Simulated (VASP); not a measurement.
# Ta (Im-3m) in VASP: a series of runs

Aim: see how the results for Ta move with the level of theory and the settings. Levels: PBEsol, r2SCAN. Tasks: single point.

All numbers are computed with VASP 6.6.1; they aren't measurements. Logs are shortened: lines on timing, memory, paths and dates and some standing lists are left out, and cuts for length are marked.

### Step 1. The cell of the first run

The structure is cubic, space group Im-3m (No. 229). The conventional cell has a = 3.283 Å, b = 3.283 Å, c = 3.283 Å, α = 90.00°, β = 90.00°, γ = 90.00°. Ta (site symmetry m-3m) has 14 Ta at 2.84 to 3.28 Å within 3.7 Å.

### Step 2. Single point, PBEsol

INCAR

```
  PREC = Accurate
  ENCUT = 520
  EDIFF = 1E-6
  ISMEAR = -1
  SIGMA = 0.05
  LREAL = False
  LASPH = True
  NELM = 60
  ALGO = Normal
  ISIF = 2
  LWAVE = False
  LCHARG = True
  GGA = PS
  LELF = True
  LVHAR = True
  NBANDS = 12
```

KPOINTS

```
regular mesh
0
Gamma
  13 13 13
```

POSCAR

```
Ta
1.0
   -1.6412540000      1.6412540000      1.6412540000
    1.6412540000     -1.6412540000      1.6412540000
    1.6412540000      1.6412540000     -1.6412540000
Ta
1
Direct
    0.0000000000      0.0000000000      0.0000000000
```

Potentials or basis: VASP PAW PBE potentials, release 64 (Ta_pv).

Launch:

```
$ cat potpaw_PBE.64/Ta_pv/POTCAR > POTCAR
$ mpirun -np 1 vasp_std > vasp.out
```

OUTCAR:

```text
PREC = Accurate
   ENCUT = 520
   EDIFF = 1E-6
   ISMEAR = -1
   LREAL = False
   LASPH = True
   NELM = 60
   ISIF = 2
   GGA = PS

 ion  position               nearest neighbor table
   1  0.000  0.000  0.000-

  LATTYP: Found a body centered cubic cell.
 ALAT       =     3.2825080000

  Lattice vectors:

 A1 = (  -1.6412540000,   1.6412540000,   1.6412540000)
 A2 = (   1.6412540000,  -1.6412540000,   1.6412540000)
 A3 = (   1.6412540000,   1.6412540000,  -1.6412540000)

Analysis of symmetry for initial positions (statically):
=====================================================================
 Subroutine PRICEL returns:
 Original cell was already a primitive cell.

 Routine SETGRP: Setting up the symmetry group for a
 body centered cubic supercell.

 Subroutine GETGRP returns: Found 48 space group operations
 (whereof 48 operations were pure point group operations)
 out of a pool of 48 trial point group operations.

The static configuration has the point symmetry O_h .

Analysis of symmetry for dynamics (positions and initial velocities):
=====================================================================
 Subroutine PRICEL returns:
 Original cell was already a primitive cell.

 Routine SETGRP: Setting up the symmetry group for a
 body centered cubic supercell.

 Subroutine GETGRP returns: Found 48 space group operations
 (whereof 48 operations were pure point group operations)
 out of a pool of 48 trial point group operations.

The dynamic configuration has the point symmetry O_h .

 Subroutine INISYM returns: Found 48 space group operations
 (whereof 48 operations are pure point group operations),
 and found     1 'primitive' translations

----------------------------------------------------------------------------------------

                                     Primitive cell

  volume of cell :      17.6843

  direct lattice vectors                    reciprocal lattice vectors
    -1.641254000  1.641254000  1.641254000     0.000000000  0.304645107  0.304645107
     1.641254000 -1.641254000  1.641254000     0.304645107  0.000000000  0.304645107
     1.641254000  1.641254000 -1.641254000     0.304645107  0.304645107  0.000000000

  length of vectors
     2.842735316  2.842735316  2.842735316     0.430833242  0.430833242  0.430833242

  position of ions in fractional coordinates (direct lattice)
     0.000000000  0.000000000  0.000000000

  ion indices of the primitive-cell ions
   primitive index   ion index
                 1           1

----------------------------------------------------------------------------------------

 KPOINTS: regular mesh

Automatic generation of k-mesh.
 Grid dimensions read from file:
 generate k-points for:   13   13   13

 Generating k-lattice:

  Cartesian coordinates                     Fractional coordinates (reciprocal lattice)
     0.000000000  0.023434239  0.023434239     0.076923077  0.000000000  0.000000000
     0.023434239  0.000000000  0.023434239     0.000000000  0.076923077  0.000000000
     0.023434239  0.023434239  0.000000000     0.000000000  0.000000000  0.076923077

  Length of vectors
     0.033141019  0.033141019  0.033141019

  Shift w.r.t. Gamma in fractional coordinates (k-lattice)
     0.000000000  0.000000000  0.000000000

 Subroutine IBZKPT returns following result:
 ===========================================

 Found     84 irreducible k-points:

 Following reciprocal coordinates:
            Coordinates               Weight
  0.000000  0.000000  0.000000      1.000000
  0.076923  0.000000  0.000000     12.000000
  0.153846  0.000000  0.000000     12.000000
  0.230769  0.000000  0.000000     12.000000
  0.307692  0.000000  0.000000     12.000000
  0.384615  0.000000  0.000000     12.000000
[... 16 lines left out ...]
  0.153846  0.076923  0.076923     24.000000
  0.230769  0.076923  0.076923     24.000000
 [... further k-points ...]
   k-points           NKPTS =     84   k-points in BZ     NKDIM =     84   number of bands    NBANDS=     12
   number of dos      NEDOS =    301   number of ions     NIONS =      1
   total plane-waves  NPLWV =  13824
   dimension x,y,z NGX =    24 NGY =   24 NGZ =   24
   dimension x,y,z NGXF=    48 NGYF=   48 NGZF=   48
   ions per type =               1
   NGX,Y,Z   is equivalent  to a cutoff of  14.04, 14.04, 14.04 a.u.
   NGXF,Y,Z  is equivalent  to a cutoff of  28.07, 28.07, 28.07 a.u.
 SYSTEM =  unknown system
   PREC   = accura    normal or accurate (medium, high low for compatibility)
   ISTART =      0    job   : 0-new  1-cont  2-samecut
   ICHARG =      2    charge: 1-file 2-atom 10-const
   ISPIN  =      1    spin polarized calculation?
   LNONCOLLINEAR =      F non collinear calculations
   LSORBIT =      F    spin-orbit coupling
   LASPH  =      T    aspherical Exc in radial PAW
   ENCUT  =  520.0 eV  38.22 Ry    6.18 a.u.   5.29  5.29  5.29*2*pi/ulx,y,z
   NELM   =     60;   NELMIN=  2; NELMDL= -5     # of ELM steps
   EDIFF  = 0.1E-05   stopping-criterion for ELM
   LREAL  =      F    real-space projection
   EDIFFG = 0.1E-04   stopping-criterion for IOM
   NSW    =      0    number of steps for IOM
   IBRION =     -1    ionic relax: 0-MD 1-quasi-New 2-CG
   NFREE  =      0    steps in history (QN), initial steepest desc. (CG)
   ISIF   =      2    stress and relaxation
   ISYM   =      2    0-nonsym 1-usesym 2-fastsym
   POTIM  = 0.5000    time-step for ionic-motion
   TEBEG  =    0.0;   TEEND  =   0.0 temperature during run
   PSTRESS=    0.0 pullay stress
   NELECT =      11.0000    total number of electrons
   NUPDOWN=      -1.0000    fix difference up-down
   EMIN   =  10.00;   EMAX   =-10.00  energy-range for DOS
   EFERMI =   0.00;   METHOD = LEGACY
   ISMEAR =    -1;   SIGMA  =   0.05  broadening in eV -4-tet -1-fermi 0-gaus
   EFERMI_NEDOS =   21; number of points for ismear=-14 and -15
   IALGO  =     38    algorithm
   IMIX   =      4    mixing-type and parameters
     AMIX     =   0.40;   BMIX     =  1.00
     AMIX_MAG =   1.60;   BMIX_MAG =  1.00
  volume/ion in A,a.u.               =      17.68       119.34
  Fermi-wavevector in a.u.,A,eV,Ry     =   1.397472  2.640840 26.571217  1.952929
  Thomas-Fermi vector in A             =   2.520725
   LORBIT       =      0    0 simple, 1 ext, 2 COOP (PROOUT), +10 PAW based schemes
   GGA     = PS    functional components
   LHFCALC =     F    Hartree Fock is set to
   AEXX    =    0.0000 exact exchange contribution
   IVDW    =     0    specifies the selected vdW correction
   LEPSILON=     F    determine dielectric tensor
   LRPA    =     F    only Hartree local field effects (RPA)
 non-spin polarized calculation
  energy-cutoff  :      520.00
  volume of cell :       17.68
 maximum number of plane-waves:       486
 NGX is ok and might be reduce to    24
   NGX = 11   NGY = 11   NGZ = 11

 number of electron      11.0000002 magnetization

 Free energy of the ion-electron system (eV)
  ---------------------------------------------------
  ext. energy  EPLUGINS =         0.00000000
  ---------------------------------------------------
  free energy    TOTEN  =       -12.55449056 eV

  energy without entropy =      -12.54115567  energy(sigma->0) =      -12.54782311

 E-fermi :   5.4332     XC(G=0): -12.8236

 val. band max:        5.4252043616   @ k =   0.3077   0.0769   0.0769
 cond. band min:       5.4437617534   @ k =   0.2308   0.0000   0.0000
 fundamental gap:      0.0185573919
 Fermi energy:         5.4332010979

 k-point     1 :       0.0000    0.0000    0.0000
  band No.  band energies     occupation
      1     -27.4883      2.00000
      2     -27.4883      2.00000
      3     -27.4883      2.00000
      4      -2.5298      2.00000
      5       6.1861      0.00000
      6       6.1861      0.00000
      7       6.1861      0.00000
      8       9.5223      0.00000
      9       9.5223      0.00000
     10      20.1869      0.00000
     11      20.5978      0.00000
     12      20.5978      0.00000

 k-point     2 :       0.0769    0.0000    0.0000
  band No.  band energies     occupation
      1     -27.5667      2.00000
      2     -27.5123      2.00000
      3     -27.4888      2.00000
      4      -2.2596      2.00000
      5       6.0115      0.00002
      6       6.1318      0.00000
      7       6.4519      0.00000
      8       9.2494      0.00000
      9       9.5232      0.00000
     10      20.1867      0.00000
     11      20.8384      0.00000
     12      21.0694      0.00000

 k-point     3 :       0.1538    0.0000    0.0000
  band No.  band energies     occupation
      1     -27.7792      2.00000
      2     -27.5781      2.00000
      3     -27.4901      2.00000
      4      -1.5064      2.00000
      5       5.5646      0.13471
      6       5.8750      0.00029
      7       7.2336      0.00000
      8       8.8583      0.00000
      9       9.5535      0.00000
     10      20.1855      0.00000
     11      21.3071      0.00000
     12      22.3999      0.00000
[... 286 lines left out ...]
 k-point    23 :       0.1538    0.0769    0.0769
  band No.  band energies     occupation
      1     -28.1621      2.00000
      2     -27.6409      2.00000
      3     -27.5505      2.00000
      4      -0.0110      2.00000
      5       4.7854      2.00000
      6       4.9028      1.99995
      7       9.1320      0.00000
      8       9.4792      0.00000
      9       9.6226      0.00000
     10      20.1801      0.00000
     11      21.7559      0.00000
     12      22.7501      0.00000

 k-point    24 :       0.2308    0.0769    0.0769
  band No.  band energies     occupation
      1     -28.3891      2.00000
      2     -27.7636      2.00000
      3     -27.5582      2.00000
      4       0.9954      2.00000
      5       4.3165      2.00000
      6       4.7782      2.00000
      7       9.3320      0.00000
      8       9.9638      0.00000
      9      11.1579      0.00000
     10      20.1261      0.00000
     11      20.3739      0.00000
     12      20.7160      0.00000

 [... further k-points ...]
[... 5 lines left out ...]
  --------------------------------------------------------------------------------------
  -------------------------------------------------------------------------------------
  Total        0.0619916      0.0619916      0.0619916     -0.0000000     -0.0000000      0.0000000
  in kB        5.6163701      5.6163701      5.6163701     -0.0000000     -0.0000000      0.0000000
  external PRESSURE =       5.6163701 kB  Pullay stress =       0.0000000 kB

 VOLUME and BASIS-vectors are now :
 -----------------------------------------------------------------------------
  energy-cutoff  :      520.00
  volume of cell :       17.68
      direct lattice vectors                 reciprocal lattice vectors
    -1.641254000  1.641254000  1.641254000     0.000000000  0.304645107  0.304645107
     1.641254000 -1.641254000  1.641254000     0.304645107  0.000000000  0.304645107
     1.641254000  1.641254000 -1.641254000     0.304645107  0.304645107  0.000000000

 POSITION                                       TOTAL-FORCE (eV/Angst)
 -----------------------------------------------------------------------------------
      0.00000      0.00000      0.00000         0.000000      0.000000     -0.000000
 -----------------------------------------------------------------------------------
    total drift:                                0.000000      0.000000     -0.000000

  FREE ENERGIE OF THE ION-ELECTRON SYSTEM (eV)
  ---------------------------------------------------
  free  energy   TOTEN  =       -12.5544905558 eV

  energy  without entropy=      -12.5411556741  energy(sigma->0) =      -12.54782311
```

Run time: 19 s. Hardware: 1 thread of Intel Xeon 8259CL, shared host; peak memory 0.15 GiB.

What came out:

```yaml
Free_energy: -12.5545 eV
Pressure: 0.6 GPa
```

Caveat: the PAW data sets were made with another functional, which shifts forces and pressure a little; spin-orbit coupling is left out, which moves the levels of the heavy elements.

### Step 3. Single point, r2SCAN

POSCAR is that of step 2.

INCAR.step1

```
PREC = Accurate ; ENCUT = 520
ISMEAR = -1 ; SIGMA = 0.05
LREAL = False ; LASPH = True
NELM = 100 ; NBANDS = 12
GGA = PE ; ALGO = Normal
EDIFF = 1E-4 ; LWAVE = True
LCHARG = False
```

INCAR.step2

```
PREC = Accurate ; ENCUT = 520
EDIFF = 1E-7 ; ISMEAR = -1
SIGMA = 0.05 ; LREAL = False
LASPH = True ; NELM = 100
ALGO = Normal ; ISIF = 2
LWAVE = False ; LCHARG = False
METAGGA = R2SCAN ; LMIXTAU = True
NBANDS = 12 ; ISTART = 1
```

KPOINTS is that of step 2.

Potentials or basis: VASP PAW PBE potentials, release 64 (Ta_pv).

Launch:

```
$ cat potpaw_PBE.64/Ta_pv/POTCAR > POTCAR
$ cp INCAR.step1 INCAR
$ mpirun -np 1 vasp_std > vasp.out
$ cp INCAR.step2 INCAR
$ mpirun -np 1 vasp_std > vasp.out
```

Run time: 99 s. Hardware: 1 thread of Intel Xeon 8259CL, shared host; peak memory 0.15 GiB.

The run converged. Its results:

```
Free energy : -48.5790 eV
Pressure    : 5.6 GPa
```

Levels at points of the mesh, in eV from the Fermi level:
| k point | band 1 | band 2 | band 3 | band 4 | band 5 | band 6 | band 7 | band 8 | band 9 | band 10 |
| --- | --- | --- | --- | --- | --- | --- | --- | --- | --- | --- |
| (0.00, 0.00, 0.00) | -34.12 | -34.12 | -34.12 | -8.37 | 0.87 | 0.87 | 0.87 | 4.42 | 4.42 | 12.21 |

Caveat: the PAW data sets were made with another functional, which shifts forces and pressure a little; spin-orbit coupling is left out, which moves the levels of the heavy elements.
